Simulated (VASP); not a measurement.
# SiC (F-43m) in VASP: notebook

The runs below take SiC through single point, with PBE, PBEsol, LDA.

All numbers are computed with VASP 6.6.1; they aren't measurements. Logs are shortened: lines on timing, memory, paths and dates and some standing lists are left out, and cuts for length are marked.

**Experimental background.**

“Insight into the structural, elastic and electronic properties of a new orthorhombic 6O-SiC polytype”, 2020, pmc:7200658 quotes, for a bulk crystal of SiC: band gap 2.4 eV (indirect).

The results are compared with them further down.

## 1. The cell of the first run

It takes space group F-43m (No. 216, cubic). Conventional cell: a = 4.380 Å, b = 4.380 Å, c = 4.380 Å, α = 90.00°, β = 90.00°, γ = 90.00°. Si (site symmetry -43m) has 4 C at 1.90 Å within 2.5 Å. C (site symmetry -43m) has 4 Si at 1.90 Å within 2.5 Å.

## 2. Single point, PBE

The input, INCAR:

```
PREC     = Accurate       # precision mode
ENCUT    = 520            # plane-wave cutoff, eV
EDIFF    = 1E-6           # SCF threshold, eV
ISMEAR   = -1             # smearing method
SIGMA    = 0.02           # smearing width, eV
LREAL    = False          # projectors in reciprocal space
LASPH    = True           # aspherical terms in the spheres
NELM     = 60             # most SCF steps
ALGO     = Normal         # electronic algorithm
ISIF     = 2              # what is computed and relaxed
LWAVE    = False          # write WAVECAR
LCHARG   = False          # write CHGCAR
GGA      = PE             # functional
NBANDS   = 11             # bands
```

The input, KPOINTS:

```
Automatic mesh
0
Gamma
  10 10 10
```

The input, POSCAR:

```
SiC
1.0
    0.0000000000      2.1898563746      2.1898563746
    2.1898563746      0.0000000000      2.1898563746
    2.1898563746      2.1898563746      0.0000000000
Si C
1 1
Direct
    0.0000000000      0.0000000000      0.0000000000
    0.2500000000      0.2500000000      0.2500000000
```

Potentials or basis: VASP PAW PBE potentials, release 64 (Si, C).

Run with:

```bash
> cat potpaw_PBE.64/Si/POTCAR potpaw_PBE.64/C/POTCAR > POTCAR
> mpirun -np 1 vasp_std > vasp.out
```

OUTCAR:

```text
PREC = Accurate
   ENCUT = 520
   EDIFF = 1E-6
   ISMEAR = -1
   LREAL = False
   LASPH = True
   NELM = 60
   ISIF = 2
   GGA = PE

 ion  position               nearest neighbor table
   1  0.000  0.000  0.000-   2 1.90   2 1.90   2 1.90   2 1.90
   2  0.250  0.250  0.250-   1 1.90   1 1.90   1 1.90   1 1.90

  LATTYP: Found a face centered cubic cell.
 ALAT       =     4.3797127492

  Lattice vectors:

 A1 = (   0.0000000000,   2.1898563746,   2.1898563746)
 A2 = (   2.1898563746,   0.0000000000,   2.1898563746)
 A3 = (   2.1898563746,   2.1898563746,   0.0000000000)

Analysis of symmetry for initial positions (statically):
=====================================================================
 Subroutine PRICEL returns:
 Original cell was already a primitive cell.

 Routine SETGRP: Setting up the symmetry group for a
 face centered cubic supercell.

 Subroutine GETGRP returns: Found 24 space group operations
 (whereof 24 operations were pure point group operations)
 out of a pool of 48 trial point group operations.

The static configuration has the point symmetry T_d .

Analysis of symmetry for dynamics (positions and initial velocities):
=====================================================================
 Subroutine PRICEL returns:
 Original cell was already a primitive cell.

 Routine SETGRP: Setting up the symmetry group for a
 face centered cubic supercell.

 Subroutine GETGRP returns: Found 24 space group operations
 (whereof 24 operations were pure point group operations)
 out of a pool of 48 trial point group operations.

The dynamic configuration has the point symmetry T_d .

 Subroutine INISYM returns: Found 24 space group operations
 (whereof 24 operations are pure point group operations),
 and found     1 'primitive' translations

----------------------------------------------------------------------------------------

                                     Primitive cell

  volume of cell :      21.0028

  direct lattice vectors                    reciprocal lattice vectors
     0.000000000  2.189856375  2.189856375    -0.228325476  0.228325476  0.228325476
     2.189856375  0.000000000  2.189856375     0.228325476 -0.228325476  0.228325476
     2.189856375  2.189856375  0.000000000     0.228325476  0.228325476 -0.228325476

  length of vectors
     3.096924585  3.096924585  3.096924585     0.395471326  0.395471326  0.395471326

  position of ions in fractional coordinates (direct lattice)
     0.000000000  0.000000000  0.000000000
     0.250000000  0.250000000  0.250000000

  ion indices of the primitive-cell ions
   primitive index   ion index
                 1           1
                 2           2

----------------------------------------------------------------------------------------

 KPOINTS: Automatic mesh

Automatic generation of k-mesh.
 Grid dimensions read from file:
 generate k-points for:   10   10   10

 Generating k-lattice:

  Cartesian coordinates                     Fractional coordinates (reciprocal lattice)
    -0.022832548  0.022832548  0.022832548     0.100000000  0.000000000  0.000000000
     0.022832548 -0.022832548  0.022832548     0.000000000  0.100000000  0.000000000
     0.022832548  0.022832548 -0.022832548     0.000000000  0.000000000  0.100000000

  Length of vectors
     0.039547133  0.039547133  0.039547133

  Shift w.r.t. Gamma in fractional coordinates (k-lattice)
     0.000000000  0.000000000  0.000000000

 Subroutine IBZKPT returns following result:
 ===========================================

 Found     47 irreducible k-points:

 Following reciprocal coordinates:
            Coordinates               Weight
  0.000000  0.000000  0.000000      1.000000
  0.100000  0.000000  0.000000      8.000000
  0.200000  0.000000  0.000000      8.000000
  0.300000  0.000000  0.000000      8.000000
  0.400000  0.000000  0.000000      8.000000
  0.500000  0.000000  0.000000      4.000000
[... 16 lines left out ...]
  0.300000  0.300000  0.000000      6.000000
  0.400000  0.300000  0.000000     24.000000
 [... further k-points ...]
   k-points           NKPTS =     47   k-points in BZ     NKDIM =     47   number of bands    NBANDS=     11
   number of dos      NEDOS =    301   number of ions     NIONS =      2
   total plane-waves  NPLWV =  13824
   dimension x,y,z NGX =    24 NGY =   24 NGZ =   24
   dimension x,y,z NGXF=    48 NGYF=   48 NGZF=   48
   ions per type =               1   1
   NGX,Y,Z   is equivalent  to a cutoff of  12.88, 12.88, 12.88 a.u.
   NGXF,Y,Z  is equivalent  to a cutoff of  25.77, 25.77, 25.77 a.u.
 SYSTEM =  unknown system
   PREC   = accura    normal or accurate (medium, high low for compatibility)
   ISTART =      0    job   : 0-new  1-cont  2-samecut
   ICHARG =      2    charge: 1-file 2-atom 10-const
   ISPIN  =      1    spin polarized calculation?
   LNONCOLLINEAR =      F non collinear calculations
   LSORBIT =      F    spin-orbit coupling
   LASPH  =      T    aspherical Exc in radial PAW
   ENCUT  =  520.0 eV  38.22 Ry    6.18 a.u.   5.76  5.76  5.76*2*pi/ulx,y,z
   NELM   =     60;   NELMIN=  2; NELMDL= -5     # of ELM steps
   EDIFF  = 0.1E-05   stopping-criterion for ELM
   LREAL  =      F    real-space projection
   EDIFFG = 0.1E-04   stopping-criterion for IOM
   NSW    =      0    number of steps for IOM
   IBRION =     -1    ionic relax: 0-MD 1-quasi-New 2-CG
   NFREE  =      0    steps in history (QN), initial steepest desc. (CG)
   ISIF   =      2    stress and relaxation
   ISYM   =      2    0-nonsym 1-usesym 2-fastsym
   POTIM  = 0.5000    time-step for ionic-motion
   TEBEG  =    0.0;   TEEND  =   0.0 temperature during run
   PSTRESS=    0.0 pullay stress
   NELECT =       8.0000    total number of electrons
   NUPDOWN=      -1.0000    fix difference up-down
   EMIN   =  10.00;   EMAX   =-10.00  energy-range for DOS
   EFERMI =   0.00;   METHOD = LEGACY
   ISMEAR =    -1;   SIGMA  =   0.02  broadening in eV -4-tet -1-fermi 0-gaus
   EFERMI_NEDOS =   21; number of points for ismear=-14 and -15
   IALGO  =     38    algorithm
   IMIX   =      4    mixing-type and parameters
     AMIX     =   0.40;   BMIX     =  1.00
     AMIX_MAG =   1.60;   BMIX_MAG =  1.00
  volume/ion in A,a.u.               =      10.50        70.87
  Fermi-wavevector in a.u.,A,eV,Ry     =   1.186713  2.242563 19.160932  1.408289
  Thomas-Fermi vector in A             =   2.322880
   LORBIT       =      0    0 simple, 1 ext, 2 COOP (PROOUT), +10 PAW based schemes
   GGA     = PE    functional components
[... 5 lines left out ...]
 non-spin polarized calculation
  energy-cutoff  :      520.00
  volume of cell :       21.00
 maximum number of plane-waves:       588
   NGX = 11   NGY = 11   NGZ = 11

 number of electron       8.0000001 magnetization

 Free energy of the ion-electron system (eV)
  ---------------------------------------------------
  ext. energy  EPLUGINS =         0.00000000
  ---------------------------------------------------
  free energy    TOTEN  =       -15.06083300 eV

  energy without entropy =      -15.06083300  energy(sigma->0) =      -15.06083300

 E-fermi :   8.3026     XC(G=0): -11.2913

 val. band max:        7.9405597669   @ k =   0.0000   0.0000   0.0000
 cond. band min:       9.3110420211   @ k =   0.5000   0.5000   0.0000
 fundamental gap:      1.3704822542
 Fermi energy:         8.3026487792

 k-point     1 :       0.0000    0.0000    0.0000
  band No.  band energies     occupation
      1      -7.3462      2.00000
      2       7.9406      2.00000
      3       7.9406      2.00000
      4       7.9406      2.00000
      5      13.9998      0.00000
      6      15.1450      0.00000
      7      15.1450      0.00000
      8      15.1450      0.00000
      9      22.3603      0.00000
     10      22.3603      0.00000
     11      24.1906      0.00000

 k-point     2 :       0.1000    0.0000    0.0000
  band No.  band energies     occupation
      1      -7.1532      2.00000
      2       6.9339      2.00000
      3       7.8073      2.00000
      4       7.8073      2.00000
      5      14.2824      0.00000
      6      15.3861      0.00000
      7      15.3861      0.00000
      8      15.4002      0.00000
      9      21.4264      0.00000
     10      21.4264      0.00000
     11      24.0914      0.00000

 k-point     3 :       0.2000    0.0000    0.0000
  band No.  band energies     occupation
      1      -6.5828      2.00000
      2       4.8286      2.00000
      3       7.5015      2.00000
      4       7.5015      2.00000
      5      14.0123      0.00000
      6      15.7486      0.00000
      7      15.7486      0.00000
      8      16.5854      0.00000
      9      20.7663      0.00000
     10      20.7663      0.00000
     11      23.2151      0.00000

 k-point     4 :       0.3000    0.0000    0.0000
  band No.  band energies     occupation
      1      -5.6710      2.00000
      2       2.5385      2.00000
      3       7.1866      2.00000
      4       7.1866      2.00000
      5      13.6040      0.00000
      6      15.6306      0.00000
      7      15.6306      0.00000
      8      17.5772      0.00000
      9      21.5626      0.00000
     10      21.5626      0.00000
     11      22.9282      0.00000

 k-point     5 :       0.4000    0.0000    0.0000
  band No.  band energies     occupation
      1      -4.5463      2.00000
      2       0.5104      2.00000
      3       6.9686      2.00000
      4       6.9686      2.00000
      5      13.3318      0.00000
      6      15.2697      0.00000
      7      15.2697      0.00000
      8      17.8950      0.00000
      9      23.4561      0.00000
     10      23.4561      0.00000
     11      23.4958      0.00000
[... 211 lines left out ...]
 k-point    21 :      -0.3000    0.2000    0.0000
  band No.  band energies     occupation
      1      -4.3214      2.00000
      2       1.5714      2.00000
      3       4.1632      2.00000
      4       6.7759      2.00000
      5      13.4779      0.00000
      6      16.0728      0.00000
      7      16.6073      0.00000
      8      18.0880      0.00000
      9      20.5863      0.00000
     10      23.2369      0.00000
     11      26.8265      0.00000

 k-point    22 :      -0.2000    0.2000    0.0000
  band No.  band energies     occupation
      1      -5.3648      2.00000
      2       3.1633      2.00000
      3       4.7525      2.00000
      4       7.2934      2.00000
      5      14.4261      0.00000
      6      15.8208      0.00000
      7      16.2215      0.00000
      8      16.9770      0.00000
      9      19.4076      0.00000
     10      23.2151      0.00000
     11      26.9258      0.00000

 k-point    23 :       0.3000    0.3000    0.0000
  band No.  band energies     occupation
      1      -5.1015      2.00000
      2       3.5866      2.00000
      3       5.5995      2.00000
      4       5.5995      2.00000
      5      11.0846      0.00000
      6      13.4961      0.00000
      7      19.3289      0.00000
      8      19.3289      0.00000
      9      20.1807      0.00000
     10      24.9167      0.00000
     11      29.4491      0.00000

 k-point    24 :       0.4000    0.3000    0.0000
  band No.  band energies     occupation
      1      -4.2445      2.00000
      2       2.3770      2.00000
      3       4.8192      2.00000
      4       5.3394      2.00000
      5      10.7989      0.00000
      6      13.5031      0.00000
      7      19.4032      0.00000
      8      19.7317      0.00000
      9      21.5350      0.00000
     10      25.8805      0.00000
     11      28.9682      0.00000

 [... further k-points ...]

------------------------ aborting loop because EDIFF is reached ----------------------------------------

  FORCE on cell =-STRESS in cart. coord.  units (eV):
  Direction    XX          YY          ZZ          XY          YZ          ZX
  --------------------------------------------------------------------------------------
  -------------------------------------------------------------------------------------
  Total       -0.0059367     -0.0059367     -0.0059367      0.0000000     -0.0000000      0.0000000
  in kB       -0.4528770     -0.4528770     -0.4528770      0.0000000     -0.0000000      0.0000000
  external PRESSURE =      -0.4528770 kB  Pullay stress =       0.0000000 kB

 VOLUME and BASIS-vectors are now :
 -----------------------------------------------------------------------------
  energy-cutoff  :      520.00
  volume of cell :       21.00
      direct lattice vectors                 reciprocal lattice vectors
     0.000000000  2.189856375  2.189856375    -0.228325476  0.228325476  0.228325476
     2.189856375  0.000000000  2.189856375     0.228325476 -0.228325476  0.228325476
     2.189856375  2.189856375  0.000000000     0.228325476  0.228325476 -0.228325476

 POSITION                                       TOTAL-FORCE (eV/Angst)
 -----------------------------------------------------------------------------------
      0.00000      0.00000      0.00000        -0.000000      0.000000      0.000000
      1.09493      1.09493      1.09493         0.000000     -0.000000     -0.000000
 -----------------------------------------------------------------------------------
    total drift:                                0.000000      0.000000      0.000000

  FREE ENERGIE OF THE ION-ELECTRON SYSTEM (eV)
  ---------------------------------------------------
  free  energy   TOTEN  =       -15.0608329966 eV

  energy  without entropy=      -15.0608329966  energy(sigma->0) =      -15.06083300
```

Wall time 5 s (1 thread of Intel Xeon Platinum 8559C (Emerald Rapids), shared host); peak memory 0.13 GiB.

What came out:

```yaml
Free_energy: -15.0608 eV
Pressure: 0.0 GPa
Band_gap_on_the_k_mesh: 1.37 eV (least direct gap 4.53 eV)
```

(Continued in part 2 of 3.)
